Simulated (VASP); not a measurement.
Input of a VASP 6.6.1 run:

The input INCAR:

```
ALGO     = Fast           # electronic algorithm
EDIFF    = 1E-6           # SCF threshold, eV
ENCUT    = 520            # plane-wave cutoff, eV
GGA      = PE             # functional
ISIF     = 2              # what is computed and relaxed
ISMEAR   = 0              # smearing method
LASPH    = True           # aspherical terms in the spheres
LCHARG   = False          # write CHGCAR
LREAL    = False          # projectors in reciprocal space
LWAVE    = False          # write WAVECAR
NBANDS   = 9              # bands
NELM     = 60             # most SCF steps
PREC     = Accurate       # precision mode
SIGMA    = 0.15           # smearing width, eV
```

Contents of KPOINTS:

```
k-points
0
Gamma
  24 24 14
```

POSCAR

```
Be
1.0
    2.3569895345      0.0000000000      0.0000000000
   -1.1784947673      2.0412128133      0.0000000000
    0.0000000000      0.0000000000      3.6009000000
Be
2
Direct
    0.3333333333      0.6666666667      0.2500000000
    0.6666666667      0.3333333333      0.7500000000
```

Potentials or basis: VASP PAW PBE potentials, release 64 (Be).

Run with:

```sh
$ cat potpaw_PBE.64/Be/POTCAR > POTCAR
$ mpirun -np 1 vasp_std > vasp.out
```

(1) Estimate the pressure.

(2) Estimate the band gap on the k mesh.

## Answers

(1) -9.1 GPa.

(2) zero (band 2 reaches 7.23 eV, above the bottom of band 3 at 5.13 eV).

Caveat: the cell differs from its parent crystal (strain +0.025 along x and y, +0.000 along z).
